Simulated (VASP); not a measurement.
# Ta3Cu (Fm-3m) in VASP: notebook, part 2 of 2

VASP 6.6.1. The steps go on from the part before.

### Step 4. Relaxation of cell and atoms, PBE

INCAR reads:

```
ALGO = Fast
EDIFF = 1E-6
EDIFFG = -0.04
ENCUT = 600
GGA = PE
IBRION = 2
ISIF = 3
ISMEAR = 0
LASPH = True
LCHARG = False
LREAL = False
LWAVE = False
NELM = 80
NSW = 90
PREC = Accurate
SIGMA = 0.1
```

KPOINTS reads:

```
k-points
0
Gamma
  6 6 6
```

POSCAR reads:

```
Ta3Cu
1.0
    0.0000000000      3.1370607000      3.1370607000
    3.1370607000      0.0000000000      3.1370607000
    3.1370607000      3.1370607000      0.0000000000
Ta Cu
3 1
Direct
    0.7500000000      0.7500000000      0.7500000000
    0.2500000000      0.2500000000      0.2500000000
    0.0000000000      0.0000000000      0.0000000000
    0.5000000000      0.5000000000      0.5000000000
```

Potentials or basis: VASP PAW PBE potentials, release 64 (Ta_pv, Cu).

The run is started by

```console
$ cat potpaw_PBE.64/Ta_pv/POTCAR potpaw_PBE.64/Cu/POTCAR > POTCAR
$ mpirun -np 1 vasp_std > vasp.out
```

OUTCAR:

```text
EDIFF = 1E-6
   EDIFFG = -0.04
   ENCUT = 600
   GGA = PE
   IBRION = 2
   ISIF = 3
   ISMEAR = 0
   LASPH = True
   LREAL = False
   NELM = 80
   NSW = 90
   PREC = Accurate

 ion  position               nearest neighbor table
   1  0.750  0.750  0.750-   3 2.72   4 2.72   4 2.72   4 2.72   4 2.72   3 2.72   3 2.72   3 2.72
                             2 3.14   2 3.14   2 3.14   2 3.14   2 3.14   2 3.14
   2  0.250  0.250  0.250-   3 2.72   4 2.72   3 2.72   3 2.72   3 2.72   4 2.72   4 2.72   4 2.72
                             1 3.14   1 3.14   1 3.14   1 3.14   1 3.14   1 3.14
   3  0.000  0.000  0.000-   1 2.72   2 2.72   1 2.72   1 2.72   1 2.72   2 2.72   2 2.72   2 2.72
                             4 3.14   4 3.14   4 3.14   4 3.14   4 3.14   4 3.14
   4  0.500  0.500  0.500-   1 2.72   2 2.72   2 2.72   2 2.72   2 2.72   1 2.72   1 2.72   1 2.72
                             3 3.14   3 3.14   3 3.14   3 3.14   3 3.14   3 3.14

  LATTYP: Found a face centered cubic cell.
 ALAT       =     6.2741214000

  Lattice vectors:

 A1 = (   0.0000000000,   3.1370607000,   3.1370607000)
 A2 = (   3.1370607000,   0.0000000000,   3.1370607000)
 A3 = (   3.1370607000,   3.1370607000,   0.0000000000)

Analysis of symmetry for initial positions (statically):
=====================================================================
 Subroutine PRICEL returns:
 Original cell was already a primitive cell.

 Routine SETGRP: Setting up the symmetry group for a
 face centered cubic supercell.

 Subroutine GETGRP returns: Found 48 space group operations
 (whereof 48 operations were pure point group operations)
 out of a pool of 48 trial point group operations.

The static configuration has the point symmetry O_h .

Analysis of symmetry for dynamics (positions and initial velocities):
=====================================================================
 Subroutine PRICEL returns:
 Original cell was already a primitive cell.

 Routine SETGRP: Setting up the symmetry group for a
 face centered cubic supercell.

 Subroutine GETGRP returns: Found 48 space group operations
 (whereof 48 operations were pure point group operations)
 out of a pool of 48 trial point group operations.

[... 108 lines left out ...]
   EMIN   =  10.00;   EMAX   =-10.00  energy-range for DOS
   EFERMI =   0.00;   METHOD = LEGACY
   ISMEAR =     0;   SIGMA  =   0.10  broadening in eV -4-tet -1-fermi 0-gaus
   EFERMI_NEDOS =   21; number of points for ismear=-14 and -15
   IALGO  =     68    algorithm
   IMIX   =      4    mixing-type and parameters
     AMIX     =   0.40;   BMIX     =  1.00
     AMIX_MAG =   1.60;   BMIX_MAG =  1.00
  volume/ion in A,a.u.               =      15.44       104.17
  Fermi-wavevector in a.u.,A,eV,Ry     =   1.462265  2.763280 29.092242  2.138219
  Thomas-Fermi vector in A             =   2.578499
   LORBIT       =      0    0 simple, 1 ext, 2 COOP (PROOUT), +10 PAW based schemes
   GGA     = PE    functional components
   LHFCALC =     F    Hartree Fock is set to
   AEXX    =    0.0000 exact exchange contribution
   IVDW    =     0    specifies the selected vdW correction
   LEPSILON=     F    determine dielectric tensor
   LRPA    =     F    only Hartree local field effects (RPA)
 conjugate gradient relaxation of ions
 non-spin polarized calculation
 RMM-DIIS sequential band-by-band and
 Gauss-broadening in eV      SIGMA  =   0.10
  energy-cutoff  :      600.00
  volume of cell :       61.74
 maximum number of plane-waves:      2085
   NGX = 17   NGY = 17   NGZ = 17

--------------------------------------- Ionic step        1  -------------------------------------------

 number of electron      43.9999991 magnetization

 Free energy of the ion-electron system (eV)
  ---------------------------------------------------
  ext. energy  EPLUGINS =         0.00000000
  ---------------------------------------------------
  free energy    TOTEN  =       -38.07929684 eV

  energy without entropy =      -38.05547838  energy(sigma->0) =      -38.06738761

------------------------ aborting loop because EDIFF is reached ----------------------------------------

  FORCE on cell =-STRESS in cart. coord.  units (eV):
  Direction    XX          YY          ZZ          XY          YZ          ZX
  --------------------------------------------------------------------------------------
  -------------------------------------------------------------------------------------
  Total        7.4141051      7.4141051      7.4141051     -0.0000000     -0.0000000     -0.0000000
  in kB      192.3847135    192.3847135    192.3847135     -0.0000000     -0.0000000     -0.0000000
  external PRESSURE =     192.3847135 kB  Pullay stress =       0.0000000 kB
[... 101 lines left out ...]
--------------------------------------- Ionic step        4  -------------------------------------------

 number of electron      44.0000006 magnetization

 Free energy of the ion-electron system (eV)
  ---------------------------------------------------
  ext. energy  EPLUGINS =         0.00000000
  ---------------------------------------------------
  free energy    TOTEN  =       -38.40034653 eV

  energy without entropy =      -38.36542625  energy(sigma->0) =      -38.38288639

 E-fermi :   5.9719     XC(G=0): -12.4896

 val. band max:        5.9663604601   @ k =   0.5000   0.3333   0.0000
 cond. band min:       5.9764536767   @ k =  -0.3333   0.1667   0.0000
 fundamental gap:      0.0100932167
 Fermi energy:         5.9718946782

 k-point     1 :       0.0000    0.0000    0.0000
  band No.  band energies     occupation
      1     -28.3869      2.00000
      2     -28.3869      2.00000
      3     -28.3869      2.00000
      4     -28.3208      2.00000
      5     -28.3208      2.00000
      6     -28.3208      2.00000
[... 484 lines left out ...]
  FREE ENERGIE OF THE ION-ELECTRON SYSTEM (eV)
  ---------------------------------------------------
  free  energy   TOTEN  =       -38.4003465345 eV

  energy  without entropy=      -38.3654262541  energy(sigma->0) =      -38.38288639

 reached required accuracy - stopping structural energy minimisation
```

OSZICAR:

```text
N       E                     dE             d eps       ncg     rms          rms(c)
DAV:   1     0.444866110925E+03    0.44487E+03   -0.25881E+04   840   0.236E+03
DAV:   2    -0.125171516202E+02   -0.45738E+03   -0.45164E+03   846   0.553E+02
DAV:   3    -0.411858642225E+02   -0.28669E+02   -0.27345E+02  1062   0.123E+02
DAV:   4    -0.427679851912E+02   -0.15821E+01   -0.15345E+01  1232   0.265E+01
[... 80 lines left out ...]
RMM:  11    -0.384004396689E+02    0.30770E-04   -0.43353E-05   994   0.404E-02    0.529E-02
RMM:  12    -0.384003804434E+02    0.59225E-04   -0.66706E-05  1084   0.533E-02    0.322E-02
RMM:  13    -0.384003453501E+02    0.35093E-04   -0.13542E-04  1201   0.743E-02    0.622E-03
RMM:  14    -0.384003467795E+02   -0.14295E-05   -0.23620E-05   961   0.305E-02    0.830E-03
RMM:  15    -0.384003465345E+02    0.24500E-06   -0.30884E-06   537   0.202E-02
   4 F= -.38400347E+02 E0= -.38382886E+02  d E =-.321050E+00
```

Run time: 97 s. Hardware: 1 thread of Intel Xeon 6975P-C (Granite Rapids), shared host; peak memory 0.23 GiB.

Results:

| Property | Result |
| --- | --- |
| Free energy | -38.4003 eV |
| Relaxed volume | 16.91 Å³/atom |
| Relaxed cell | a = 4.573 Å, b = 4.573 Å, c = 4.573 Å, α = 60.00°, β = 60.00°, γ = 60.00° |
| Space group after relaxing (to 0.1 Å) | Fm-3m (No. 225) |
| Energy gained by relaxing | 80.3 meV/atom |
| Ionic steps | 4 |
| Pressure after relaxing | -0.3 GPa |
| Band gap on the k mesh | zero (bands 22 and 23 overlap by 0.79 eV) |

The path:
```csv
step,energy change (eV),largest force (eV/Å),pressure (GPa),volume (Å³)
1,0.0000,0.0000,19.24,61.74
2,0.6266,0.0000,-21.44,79.83
3,-0.3203,0.0000,-0.62,67.84
4,-0.3210,0.0000,-0.26,67.62
```

Final structure:
```xyz
4
Lattice="0.0000 3.2336 3.2336 3.2336 0.0000 3.2336 3.2336 3.2336 0.0000" Properties=species:S:1:pos:R:3 pbc="T T T"
Ta    4.8504    4.8504    4.8504
Ta    1.6168    1.6168    1.6168
Ta    0.0000    0.0000    0.0000
Cu    3.2336    3.2336    3.2336
```

Levels at points of the mesh, in eV from the Fermi level:
```
           k point  band 19  band 20  band 21  band 22  band 23  band 24  band 25  band 26
(0.00, 0.00, 0.00)    -1.66    -1.66    -0.41    -0.41    -0.41     3.88     3.88     3.89
(0.50, 0.00, 0.00)    -1.79    -1.41    -1.41     0.10     0.10     1.07     1.32     1.32
(0.50, 0.50, 0.00)    -1.35    -0.90    -0.90     0.14     0.14     1.35     1.35     1.47
```

Caveat: spin-orbit coupling is left out, which moves the levels of the heavy elements.

### Step 5. Single point, PBE

This run uses another cell than the first one, of 16.86 Å³/atom.

INCAR reads:

```
SYSTEM = Ta3Cu
PREC = Accurate
ENCUT = 520
EDIFF = 1E-6
ISMEAR = 0
SIGMA = 0.1
LREAL = .False.
LASPH = .True.
NELM = 60
ALGO = Fast
ISIF = 2
LWAVE = .False.
LCHARG = .True.
GGA = PE
LELF = .True.
LVHAR = .True.
NBANDS = 30
```

KPOINTS reads:

```
regular mesh
0
Gamma
  12 12 12
  0 0 0
```

POSCAR reads:

```
Ta3Cu
1.0
    0.0000000000      3.2306261575      3.2306261575
    3.2306261575      0.0000000000      3.2306261575
    3.2306261575      3.2306261575      0.0000000000
Ta Cu
3 1
Direct
    0.7500000000      0.7500000000      0.7500000000
    0.2500000000      0.2500000000      0.2500000000
    0.0000000000      0.0000000000      0.0000000000
    0.5000000000      0.5000000000      0.5000000000
```

The run is started by

```console
$ cat potpaw_PBE.64/Ta_pv/POTCAR potpaw_PBE.64/Cu/POTCAR > POTCAR
$ mpirun -np 1 vasp_std > vasp.out
```

Wall time 1.9 min (1 thread of Intel Xeon 6975P-C (Granite Rapids), shared host); peak memory 0.29 GiB.

Results (log left out):

| Quantity | Value |
| --- | --- |
| Free energy | -38.4154 eV |
| Pressure | 0.3 GPa |
| Band gap on the k mesh | zero (bands 22 and 23 overlap by 0.79 eV) |

Levels at points of the mesh, in eV from the Fermi level:
| k point | band 20 | band 21 | band 22 | band 23 | band 24 | band 25 |
| --- | --- | --- | --- | --- | --- | --- |
| (0.00, 0.00, 0.00) | -1.65 | -0.41 | -0.41 | -0.41 | 3.90 | 3.90 |
| (0.50, 0.00, 0.00) | -1.41 | -1.41 | 0.11 | 0.11 | 1.08 | 1.33 |
| (0.50, 0.50, 0.00) | -0.90 | -0.90 | 0.15 | 0.15 | 1.36 | 1.36 |

Caveat: spin-orbit coupling is left out, which moves the levels of the heavy elements.

### Step 6. Relaxation of cell and atoms, PBE

This run uses another cell than the first one, of 16.84 Å³/atom.

INCAR reads:

```
SYSTEM = Ta3Cu
  PREC = Accurate
  ENCUT = 600
  EDIFF = 1E-7
  ISMEAR = 0
  SIGMA = 0.1
  LREAL = .FALSE.
  LASPH = .TRUE.
  NELM = 60
  ALGO = Fast
  ISIF = 3
  LWAVE = .FALSE.
  LCHARG = .FALSE.
  GGA = PE
  IBRION = 2
  NSW = 100
  EDIFFG = -0.01
```

KPOINTS reads:

```
regular mesh
0
G
  12 12 12
  0 0 0
```

POSCAR reads:

```
Ta3Cu
1.0
    0.0000000000      3.2294216786      3.2294216786
    3.2294216786      0.0000000000      3.2294216786
    3.2294216786      3.2294216786      0.0000000000
Ta Cu
3 1
Direct
    0.7500000000      0.7500000000      0.7500000000
    0.2500000000      0.2500000000      0.2500000000
    0.0000000000      0.0000000000      0.0000000000
    0.5000000000      0.5000000000      0.5000000000
```

Potentials or basis: VASP PAW PBE potentials, release 64 (Ta_pv, Cu).

The run is started by

```console
$ cat potpaw_PBE.64/Ta_pv/POTCAR potpaw_PBE.64/Cu/POTCAR > POTCAR
$ mpirun -np 1 vasp_std > vasp.out
```

It took 5.2 min on 1 thread of Intel Xeon 6975P-C (Granite Rapids), shared host; peak memory 0.32 GiB.

Results (log left out):

- Free energy: -38.4165 eV
- Relaxed volume: 16.88 Å³/atom
- Relaxed cell: a = 4.571 Å, b = 4.571 Å, c = 4.571 Å, α = 60.00°, β = 60.00°, γ = 60.00°
- Space group after relaxing (to 0.1 Å): Fm-3m (No. 225)
- Energy gained by relaxing: 0.1 meV/atom
- Ionic steps: 3
- Pressure after relaxing: 0.0 GPa
- Band gap on the k mesh: zero (bands 22 and 23 overlap by 0.79 eV)

Step by step:
| step | energy change (eV) | largest force (eV/Å) | pressure (GPa) | volume (Å³) |
| --- | --- | --- | --- | --- |
| 1 | 0.0000 | 0.0000 | 0.50 | 67.36 |
| 2 | 0.0007 | 0.0000 | -0.88 | 67.88 |
| 3 | -0.0003 | 0.0000 | 0.00 | 67.54 |

Final structure:
```yaml
crystal:
  lattice:
    - [0.00000, 3.23229, 3.23229]
    - [3.23229, 0.00000, 3.23229]
    - [3.23229, 3.23229, 0.00000]
  atoms:
    - { symbol: Ta, position: [0.75000, 0.75000, 0.75000] }
    - { symbol: Ta, position: [0.25000, 0.25000, 0.25000] }
    - { symbol: Ta, position: [0.00000, 0.00000, 0.00000] }
    - { symbol: Cu, position: [0.50000, 0.50000, 0.50000] }
```

Levels at points of the mesh, in eV from the Fermi level:
| k point | band 20 | band 21 | band 22 | band 23 | band 24 | band 25 |
| --- | --- | --- | --- | --- | --- | --- |
| (0.00, 0.00, 0.00) | -1.65 | -0.41 | -0.41 | -0.41 | 3.89 | 3.89 |
| (0.50, 0.00, 0.00) | -1.41 | -1.41 | 0.11 | 0.11 | 1.08 | 1.33 |
| (0.50, 0.50, 0.00) | -0.90 | -0.90 | 0.15 | 0.15 | 1.36 | 1.36 |

Caveat: spin-orbit coupling is left out, which moves the levels of the heavy elements.

### Step 7. The runs side by side

```tsv
task	cell	k mesh	cutoff (eV)	gap on the mesh (eV)	pressure (GPa)	relaxed volume (Å³/atom)
single point	a = 4.436 Å, angles 60.0°, 4 atoms	6 × 6 × 6	520	none	19.2	-
single point	a = 4.567 Å, angles 60.0°, 4 atoms	6 × 6 × 6	520	none	0.4	-
relaxation of cell and atoms	relaxed from a = 4.436 Å, angles 60.0°, 4 atoms	6 × 6 × 6	600	none	-0.3	16.91
single point	a = 4.569 Å, angles 60.0°, 4 atoms	12 × 12 × 12	520	none	0.3	-
relaxation of cell and atoms	relaxed from a = 4.567 Å, angles 60.0°, 4 atoms	12 × 12 × 12	600	none	0.0	16.88
```

Alike in all rows: level PBE; potentials or basis VASP PAW PBE potentials, release 64 (Ta_pv, Cu); no spin polarisation; smearing gaussian 0.1 eV.

Caveats: spin-orbit coupling is left out, which moves the levels of the heavy elements; the cell stands under pressure (at least some runs).

Total energies depend on the potentials used, so only differences within one code and one set of settings carry meaning.
